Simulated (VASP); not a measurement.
## WS2: single point with PBEsol

WS2:

```xyz
6
Lattice="3.1619 0.0000 0.0000 -1.5810 2.7383 0.0000 0.0000 0.0000 12.6690" Properties=species:S:1:pos:R:3 pbc="T T T"
W     0.0000    1.8255    3.1672
W     1.5810    0.9128    9.5017
S     0.0000    1.8255    7.9399
S     1.5810    0.9128    1.6055
S     0.0000    1.8255   11.0635
S     1.5810    0.9128    4.7290
```

This cell differs from its parent crystal: in-plane strain +0.005, then relaxed in part.

```
Program             : VASP 6.6.1
Task                : single point
Functional          : PBEsol
Potentials or basis : VASP PAW PBE potentials, release 64 (W_sv, S)
Cutoff              : 500 eV
k mesh              : 8 × 8 × 2
Occupations         : gaussian, width 0.01 eV
Spin                : no spin polarisation
```

The pressure is -0.8 GPa, the largest force is 0.021 eV/Å and the band gap on the k mesh is 1.25 eV (least direct gap 2.25 eV).

Forces on the atoms (eV/Å):
```
W    0.000  0.000  0.000
W    0.000  0.000  0.000
S    0.000  0.000 -0.021
S    0.000  0.000 -0.021
S    0.000  0.000  0.021
S    0.000  0.000  0.021
```

Stress tensor (GPa, compression positive):
```
-1.34  0.00  0.00
 0.00 -1.34  0.00
 0.00  0.00  0.15
```

Levels at points of the mesh, in eV from the valence-band top:
```csv
k point,band 22,band 23,band 24,band 25,band 26,band 27,band 28,band 29,band 30,band 31
"(0.00, 0.00, 0.00)",-2.16,-2.16,-1.63,-1.09,0.00,2.37,2.37,2.38,2.38,2.50
"(0.50, 0.00, 0.00)",-2.67,-1.87,-1.74,-1.61,-1.47,2.35,2.38,2.68,2.92,3.20
"(0.00, 0.00, 0.50)",-2.18,-2.18,-2.18,-0.32,-0.32,2.37,2.37,2.37,2.37,2.57
"(0.50, 0.00, 0.50)",-2.76,-1.81,-1.81,-1.53,-1.53,2.36,2.36,2.81,2.81,3.47
```

Wall time 61 s on 1 thread of Intel(R) Xeon(R) Platinum 8488C (Sapphire Rapids), with other jobs on the host, peak memory 0.24 GiB.

Caveat: the cell differs from its parent crystal (in-plane strain +0.005, then relaxed in part); the PAW data sets were made with another functional, which shifts forces and pressure a little; spin-orbit coupling is left out, which moves the levels of the heavy elements; this functional lacks dispersion, which binds layers or chains, so the pressure and a relaxed spacing across them are unreliable. A k mesh can miss the band edges.
